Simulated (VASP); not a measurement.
# Sb (R-3m) in VASP: further runs

The runs below take Sb through single point, with PBEsol.

Everything below comes from runs of VASP 6.6.1. Logs are shortened: lines on timing, memory, paths and dates and some standing lists are left out, and cuts for length are marked.

## (1) The cell of the first run

The structure is trigonal, space group R-3m (No. 166). Conventional cell: a = 4.086 Å, b = 4.086 Å, c = 10.670 Å, α = 90.00°, β = 90.00°, γ = 120.00°. Within 3.6 Å of Sb (site symmetry 3m) lie 6 Sb at 2.76 to 3.18 Å.

## (2) Single point, PBEsol (strain -0.050 along x and y, -0.050 along z)

The input, INCAR:

```
PREC = Accurate ; ENCUT = 520
EDIFF = 1E-6 ; ISMEAR = 0
SIGMA = 0.15 ; LREAL = False
LASPH = True ; NELM = 100
ALGO = Normal ; ISIF = 2
LWAVE = False ; LCHARG = False
GGA = PS ; NBANDS = 12
```

The input, KPOINTS:

```
Automatic mesh
0
Gamma
  12 12 12
```

The input, POSCAR:

```
Sb
1.0
    2.0430703154      1.1795671966      3.5568000000
   -2.0430703154      1.1795671966      3.5568000000
    0.0000000000     -2.3591343931      3.5568000000
Sb
2
Direct
    0.2336400000      0.2336400000      0.2336400000
    0.7663600000      0.7663600000      0.7663600000
```

Potentials or basis: VASP PAW PBE potentials, release 64 (Sb).

On the command line:

```sh
$ cat potpaw_PBE.64/Sb/POTCAR > POTCAR
$ mpirun -np 1 vasp_std > vasp.out
```

OUTCAR:

```text
PREC = Accurate
   ENCUT = 520
   EDIFF = 1E-6
   ISMEAR = 0
   LREAL = False
   LASPH = True
   NELM = 100
   ISIF = 2
   GGA = PS

 ion  position               nearest neighbor table
   1  0.234  0.234  0.234-   2 2.76   2 2.76   2 2.76   2 3.18   2 3.18   2 3.18
   2  0.766  0.766  0.766-   1 2.76   1 2.76   1 2.76   1 3.18   1 3.18   1 3.18

  LATTYP: Found a trigonal (rhomboedric) cell.
 ALAT       =     4.2680606046
 COS(alpha) =     0.5417151843

  Lattice vectors:

 A1 = (   2.0430703154,   1.1795671966,   3.5568000000)
 A2 = (  -2.0430703154,   1.1795671966,   3.5568000000)
 A3 = (   0.0000000000,  -2.3591343931,   3.5568000000)

Analysis of symmetry for initial positions (statically):
=====================================================================
 Subroutine PRICEL returns:
 Original cell was already a primitive cell.

 Routine SETGRP: Setting up the symmetry group for a
 trigonal (rhombohedral) supercell.

 Subroutine GETGRP returns: Found 12 space group operations
 (whereof 12 operations were pure point group operations)
 out of a pool of 12 trial point group operations.

The static configuration has the point symmetry D_3d.

Analysis of symmetry for dynamics (positions and initial velocities):
=====================================================================
 Subroutine PRICEL returns:
 Original cell was already a primitive cell.

 Routine SETGRP: Setting up the symmetry group for a
 trigonal (rhombohedral) supercell.

 Subroutine GETGRP returns: Found 12 space group operations
 (whereof 12 operations were pure point group operations)
 out of a pool of 12 trial point group operations.

The dynamic configuration has the point symmetry D_3d.

 Subroutine INISYM returns: Found 12 space group operations
 (whereof 12 operations are pure point group operations),
 and found     1 'primitive' translations

----------------------------------------------------------------------------------------

                                     Primitive cell

  volume of cell :      51.4300

  direct lattice vectors                    reciprocal lattice vectors
     2.043070315  1.179567197  3.556800000     0.244729707  0.141294762  0.093717199
    -2.043070315  1.179567197  3.556800000    -0.244729707  0.141294762  0.093717199
     0.000000000 -2.359134393  3.556800000     0.000000000 -0.282589525  0.093717199

  length of vectors
     4.268060605  4.268060605  4.268060605     0.297724290  0.297724290  0.297724290

  position of ions in fractional coordinates (direct lattice)
     0.233640000  0.233640000  0.233640000
     0.766360000  0.766360000  0.766360000

  ion indices of the primitive-cell ions
   primitive index   ion index
                 1           1
                 2           2

----------------------------------------------------------------------------------------

 KPOINTS: Automatic mesh

Automatic generation of k-mesh.
 Grid dimensions read from file:
 generate k-points for:   12   12   12

 Generating k-lattice:

  Cartesian coordinates                     Fractional coordinates (reciprocal lattice)
     0.020394142  0.011774564  0.007809767     0.083333333  0.000000000  0.000000000
    -0.020394142  0.011774564  0.007809767     0.000000000  0.083333333  0.000000000
     0.000000000 -0.023549127  0.007809767     0.000000000  0.000000000  0.083333333

  Length of vectors
     0.024810357  0.024810357  0.024810357

  Shift w.r.t. Gamma in fractional coordinates (k-lattice)
     0.000000000  0.000000000  0.000000000

 Subroutine IBZKPT returns following result:
 ===========================================

 Found    189 irreducible k-points:

 Following reciprocal coordinates:
            Coordinates               Weight
  0.000000  0.000000  0.000000      1.000000
  0.083333 -0.000000  0.000000      6.000000
  0.166667 -0.000000  0.000000      6.000000
  0.250000 -0.000000  0.000000      6.000000
  0.333333  0.000000 -0.000000      6.000000
  0.416667 -0.000000  0.000000      6.000000
[... 16 lines left out ...]
  0.500000  0.166667  0.000000     12.000000
 -0.416667  0.166667  0.000000     12.000000
 [... further k-points ...]
   k-points           NKPTS =    189   k-points in BZ     NKDIM =    189   number of bands    NBANDS=     12
   number of dos      NEDOS =    301   number of ions     NIONS =      2
   total plane-waves  NPLWV =  32768
   dimension x,y,z NGX =    32 NGY =   32 NGZ =   32
   dimension x,y,z NGXF=    64 NGYF=   64 NGZF=   64
   ions per type =               2
   NGX,Y,Z   is equivalent  to a cutoff of  12.46, 12.46, 12.46 a.u.
   NGXF,Y,Z  is equivalent  to a cutoff of  24.93, 24.93, 24.93 a.u.
 SYSTEM =  unknown system
   PREC   = accura    normal or accurate (medium, high low for compatibility)
   ISTART =      0    job   : 0-new  1-cont  2-samecut
   ICHARG =      2    charge: 1-file 2-atom 10-const
   ISPIN  =      1    spin polarized calculation?
   LNONCOLLINEAR =      F non collinear calculations
   LSORBIT =      F    spin-orbit coupling
   LASPH  =      T    aspherical Exc in radial PAW
   ENCUT  =  520.0 eV  38.22 Ry    6.18 a.u.   7.94  7.94  7.94*2*pi/ulx,y,z
   NELM   =    100;   NELMIN=  2; NELMDL= -5     # of ELM steps
   EDIFF  = 0.1E-05   stopping-criterion for ELM
   LREAL  =      F    real-space projection
   EDIFFG = 0.1E-04   stopping-criterion for IOM
   NSW    =      0    number of steps for IOM
   IBRION =     -1    ionic relax: 0-MD 1-quasi-New 2-CG
   NFREE  =      0    steps in history (QN), initial steepest desc. (CG)
   ISIF   =      2    stress and relaxation
   ISYM   =      2    0-nonsym 1-usesym 2-fastsym
   POTIM  = 0.5000    time-step for ionic-motion
   TEBEG  =    0.0;   TEEND  =   0.0 temperature during run
   PSTRESS=    0.0 pullay stress
   NELECT =      10.0000    total number of electrons
   NUPDOWN=      -1.0000    fix difference up-down
   EMIN   =  10.00;   EMAX   =-10.00  energy-range for DOS
   EFERMI =   0.00;   METHOD = LEGACY
   ISMEAR =     0;   SIGMA  =   0.15  broadening in eV -4-tet -1-fermi 0-gaus
   EFERMI_NEDOS =   21; number of points for ismear=-14 and -15
   IALGO  =     38    algorithm
   IMIX   =      4    mixing-type and parameters
     AMIX     =   0.40;   BMIX     =  1.00
     AMIX_MAG =   1.60;   BMIX_MAG =  1.00
  volume/ion in A,a.u.               =      25.72       173.53
  Fermi-wavevector in a.u.,A,eV,Ry     =   0.948424  1.792262 12.238554  0.899508
  Thomas-Fermi vector in A             =   2.076611
   LORBIT       =      0    0 simple, 1 ext, 2 COOP (PROOUT), +10 PAW based schemes
   GGA     = PS    functional components
   LHFCALC =     F    Hartree Fock is set to
   AEXX    =    0.0000 exact exchange contribution
   IVDW    =     0    specifies the selected vdW correction
   LEPSILON=     F    determine dielectric tensor
   LRPA    =     F    only Hartree local field effects (RPA)
 non-spin polarized calculation
 Gauss-broadening in eV      SIGMA  =   0.15
  energy-cutoff  :      520.00
  volume of cell :       51.43
 maximum number of plane-waves:      1406
   NGX = 15   NGY = 15   NGZ = 15

 number of electron      10.0000000 magnetization

 number of electron       9.9999999 magnetization

 Free energy of the ion-electron system (eV)
  ---------------------------------------------------
  ext. energy  EPLUGINS =         0.00000000
  ---------------------------------------------------
  free energy    TOTEN  =        -8.77357768 eV

  energy without entropy =       -8.76998857  energy(sigma->0) =       -8.77178313

 E-fermi :   9.3539     XC(G=0): -10.3596

 val. band max:        9.3460297013   @ k =   0.2500   0.2500   0.1667
 cond. band min:       9.3668490387   @ k =  -0.4167   0.5000   0.4167
 fundamental gap:      0.0208193375
 Fermi energy:         9.3539345906

 k-point     1 :       0.0000    0.0000    0.0000
  band No.  band energies     occupation
      1      -4.8083      2.00000
      2       5.4797      2.00000
      3       6.8412      2.00000
      4       7.2033      2.00000
      5       7.2033      2.00000
      6      11.4270      0.00000
      7      12.2578      0.00000
      8      12.2578      0.00000
      9      14.2617      0.00000
     10      14.2617      0.00000
     11      14.5567      0.00000
     12      15.3244      0.00000

 k-point     2 :       0.0833   -0.0000    0.0000
  band No.  band energies     occupation
      1      -4.7180      2.00000
      2       4.7854      2.00000
      3       6.8838      2.00000
      4       7.1755      2.00000
      5       7.5824      2.00000
      6      11.4606      0.00000
      7      12.0419      0.00000
      8      12.0573      0.00000
      9      13.7662      0.00000
     10      14.2172      0.00000
     11      14.2649      0.00000
     12      16.1117      0.00000

 k-point     3 :       0.1667   -0.0000    0.0000
  band No.  band energies     occupation
      1      -4.4478      2.00000
      2       3.5218      2.00000
      3       6.8809      2.00000
      4       7.1099      2.00000
      5       8.1051      2.00000
      6      11.2381      0.00000
      7      11.4865      0.00000
      8      11.5201      0.00000
      9      13.5460      0.00000
     10      14.1818      0.00000
     11      14.5166      0.00000
     12      17.5929      0.00000
[... 286 lines left out ...]
 k-point    23 :       0.5000    0.1667    0.0000
  band No.  band energies     occupation
      1      -2.1225      2.00000
      2      -0.4881      2.00000
      3       5.0550      2.00000
      4       6.2303      2.00000
      5       7.0874      2.00000
      6      10.8299      0.00000
      7      11.2791      0.00000
      8      12.5598      0.00000
      9      14.8940      0.00000
     10      17.4130      0.00000
     11      18.4452      0.00000
     12      18.7071      0.00000

 k-point    24 :      -0.4167    0.1667    0.0000
  band No.  band energies     occupation
      1      -1.7764      2.00000
      2      -0.9115      2.00000
      3       4.8370      2.00000
      4       6.6092      2.00000
      5       7.3205      2.00000
      6      10.2546      0.00000
      7      10.8993      0.00000
      8      12.8679      0.00000
      9      15.9302      0.00000
     10      16.5710      0.00000
     11      17.1377      0.00000
     12      19.7598      0.00000

 [... further k-points ...]

------------------------ aborting loop because EDIFF is reached ----------------------------------------

  FORCE on cell =-STRESS in cart. coord.  units (eV):
  Direction    XX          YY          ZZ          XY          YZ          ZX
  --------------------------------------------------------------------------------------
  -------------------------------------------------------------------------------------
  Total        4.7358385      4.7358385      3.8069650      0.0000000      0.0000000      0.0000000
  in kB      147.5335429    147.5335429    118.5967465      0.0000000      0.0000000      0.0000000
  external PRESSURE =     137.8879441 kB  Pullay stress =       0.0000000 kB

 VOLUME and BASIS-vectors are now :
 -----------------------------------------------------------------------------
  energy-cutoff  :      520.00
  volume of cell :       51.43
      direct lattice vectors                 reciprocal lattice vectors
     2.043070315  1.179567197  3.556800000     0.244729707  0.141294762  0.093717199
    -2.043070315  1.179567197  3.556800000    -0.244729707  0.141294762  0.093717199
     0.000000000 -2.359134393  3.556800000     0.000000000 -0.282589525  0.093717199

 POSITION                                       TOTAL-FORCE (eV/Angst)
 -----------------------------------------------------------------------------------
      0.00000      0.00000      2.49303         0.000000      0.000000      1.252866
      0.00000      0.00000      8.17737         0.000000     -0.000000     -1.252866
 -----------------------------------------------------------------------------------
    total drift:                                0.000000      0.000000     -0.000000

  FREE ENERGIE OF THE ION-ELECTRON SYSTEM (eV)
  ---------------------------------------------------
  free  energy   TOTEN  =        -8.7735776831 eV

  energy  without entropy=       -8.7699885726  energy(sigma->0) =       -8.77178313
```

It took 36 s on 1 thread of AMD EPYC 9R45 (Zen 5), shared host; peak memory 0.21 GiB.

Results:

| Property | Result |
| --- | --- |
| Free energy | -8.7736 eV |
| Pressure | 13.8 GPa |
| Largest force | 1.253 eV/Å |
| Band gap on the k mesh | zero (bands 5 and 6 overlap by 0.54 eV) |

Forces on the atoms (eV/Å):
```
Sb   0.000  0.000  1.253
Sb   0.000  0.000 -1.253
```

Stress tensor (GPa, compression positive):
```
14.75  0.00  0.00
 0.00 14.75  0.00
 0.00  0.00 11.86
```

Caveat: the cell differs from its parent crystal (strain -0.050 along x and y, -0.050 along z); the cell stands under pressure; the PAW data sets were made with another functional, which shifts forces and pressure a little; spin-orbit coupling is left out, which moves the levels of the heavy elements.

## (3) Single point, PBEsol (strain -0.050 along x and y, -0.025 along z)

The input, INCAR:

```
SYSTEM = Sb
ALGO = Normal
EDIFF = 1E-6
ENCUT = 520
GGA = PS
ISIF = 2
ISMEAR = 0
LASPH = .True.
LCHARG = .False.
LREAL = .False.
LWAVE = .False.
NBANDS = 12
NELM = 60
PREC = Accurate
SIGMA = 0.15
```

The input, KPOINTS:

```
k-points
0
Gamma
  12 12 12
  0 0 0
```

The input, POSCAR:

```
Sb
1.0
    2.0430703154      1.1795671966      3.6504000000
   -2.0430703154      1.1795671966      3.6504000000
    0.0000000000     -2.3591343931      3.6504000000
Sb
2
Direct
    0.2336400000      0.2336400000      0.2336400000
    0.7663600000      0.7663600000      0.7663600000
```

Potentials or basis: VASP PAW PBE potentials, release 64 (Sb).

On the command line:

```sh
$ cat potpaw_PBE.64/Sb/POTCAR > POTCAR
$ mpirun -np 1 vasp_std > vasp.out
```

OUTCAR:

```text
SYSTEM = Sb
   EDIFF = 1E-6
   ENCUT = 520
   GGA = PS
   ISIF = 2
   ISMEAR = 0
   LASPH = .True.
   LREAL = .False.
   NELM = 60
   PREC = Accurate

 ion  position               nearest neighbor table
   1  0.234  0.234  0.234-   2 2.78   2 2.78   2 2.78   2 3.21   2 3.21   2 3.21
   2  0.766  0.766  0.766-   1 2.78   1 2.78   1 2.78   1 3.21   1 3.21   1 3.21

  LATTYP: Found a trigonal (rhomboedric) cell.
 ALAT       =     4.3463703529
 COS(alpha) =     0.5580805016

  Lattice vectors:

 A1 = (   2.0430703154,   1.1795671966,   3.6504000000)
 A2 = (  -2.0430703154,   1.1795671966,   3.6504000000)
 A3 = (   0.0000000000,  -2.3591343931,   3.6504000000)

Analysis of symmetry for initial positions (statically):
=====================================================================
 Subroutine PRICEL returns:
 Original cell was already a primitive cell.

 Routine SETGRP: Setting up the symmetry group for a
 trigonal (rhombohedral) supercell.

 Subroutine GETGRP returns: Found 12 space group operations
 (whereof 12 operations were pure point group operations)
[... 177 lines left out ...]
      3       6.3209      2.00000
      4       7.0024      2.00000
      5       7.0024      2.00000
      6      11.0276      0.00000
      7      11.8453      0.00000
      8      11.8453      0.00000
      9      14.0255      0.00000
     10      14.0255      0.00000
     11      14.1799      0.00000
     12      15.0760      0.00000
[... 331 lines left out ...]
 k-point    24 :      -0.4167    0.1667    0.0000
  band No.  band energies     occupation
      1      -1.9747      2.00000
      2      -1.1209      2.00000
      3       4.5975      2.00000
      4       6.1898      2.00000
      5       6.9721      2.00000
      6       9.7439      0.00000
      7      10.4465      0.00000
      8      12.4131      0.00000
      9      15.3961      0.00000
     10      16.3421      0.00000
     11      16.9138      0.00000
     12      18.9102      0.00000

 [... further k-points ...]

------------------------ aborting loop because EDIFF is reached ----------------------------------------

  FORCE on cell =-STRESS in cart. coord.  units (eV):
  Direction    XX          YY          ZZ          XY          YZ          ZX
  --------------------------------------------------------------------------------------
  -------------------------------------------------------------------------------------
  Total        4.0012851      4.0012851      3.0222186     -0.0000000      0.0000000      0.0000000
  in kB      121.4541549    121.4541549     91.7357768     -0.0000000      0.0000000      0.0000000
  external PRESSURE =     111.5480289 kB  Pullay stress =       0.0000000 kB

 VOLUME and BASIS-vectors are now :
 -----------------------------------------------------------------------------
  energy-cutoff  :      520.00
  volume of cell :       52.78
      direct lattice vectors                 reciprocal lattice vectors
     2.043070315  1.179567197  3.650400000     0.244729707  0.141294762  0.091314194
    -2.043070315  1.179567197  3.650400000    -0.244729707  0.141294762  0.091314194
     0.000000000 -2.359134393  3.650400000     0.000000000 -0.282589525  0.091314194

 POSITION                                       TOTAL-FORCE (eV/Angst)
 -----------------------------------------------------------------------------------
      0.00000      0.00000      2.55864         0.000000      0.000000      1.099681
      0.00000      0.00000      8.39256         0.000000     -0.000000     -1.099681
 -----------------------------------------------------------------------------------
    total drift:                                0.000000      0.000000     -0.000000

  FREE ENERGIE OF THE ION-ELECTRON SYSTEM (eV)
  ---------------------------------------------------
  free  energy   TOTEN  =        -8.8622279907 eV

  energy  without entropy=       -8.8583657803  energy(sigma->0) =       -8.86029689
```

OSZICAR:

```text
N       E                     dE             d eps       ncg     rms          rms(c)
DAV:   1     0.356026779678E+02    0.35603E+02   -0.36251E+03  4536   0.665E+02
DAV:   2    -0.698613614804E+01   -0.42589E+02   -0.41109E+02  5876   0.113E+02
DAV:   3    -0.887823593974E+01   -0.18921E+01   -0.18715E+01  5636   0.258E+01
DAV:   4    -0.889361787605E+01   -0.15382E-01   -0.15379E-01  5204   0.279E+00
DAV:   5    -0.889378434986E+01   -0.16647E-03   -0.16647E-03  5624   0.322E-01    0.366E+00
DAV:   6    -0.887312787482E+01    0.20656E-01   -0.55294E-03  5180   0.376E-01    0.225E+00
DAV:   7    -0.886225152724E+01    0.10876E-01   -0.12091E-02  5096   0.563E-01    0.610E-02
DAV:   8    -0.886222370638E+01    0.27821E-04   -0.48456E-04  5288   0.135E-01    0.189E-02
DAV:   9    -0.886222788959E+01   -0.41832E-05   -0.22590E-05  5600   0.280E-02    0.846E-03
DAV:  10    -0.886222799073E+01   -0.10114E-06   -0.11942E-06  4344   0.641E-03
   1 F= -.88622280E+01 E0= -.88602969E+01  d E =-.386221E-02
```

It took 37 s on 1 thread of AMD EPYC 9R45 (Zen 5), shared host; peak memory 0.21 GiB.

Results:

```
Free energy            : -8.8622 eV
Pressure               : 11.2 GPa
Largest force          : 1.100 eV/Å
Band gap on the k mesh : zero (bands 5 and 6 overlap by 0.61 eV)
```

Forces in eV/Å, atoms in the order of the input:
```
Sb   0.000  0.000  1.100
Sb   0.000  0.000 -1.100
```

Stress tensor (GPa, compression positive):
```
12.15  0.00  0.00
 0.00 12.15  0.00
 0.00  0.00  9.17
```

Caveat: the cell differs from its parent crystal (strain -0.050 along x and y, -0.025 along z); the cell stands under pressure; the PAW data sets were made with another functional, which shifts forces and pressure a little; spin-orbit coupling is left out, which moves the levels of the heavy elements.

[end of part 1 of 2]
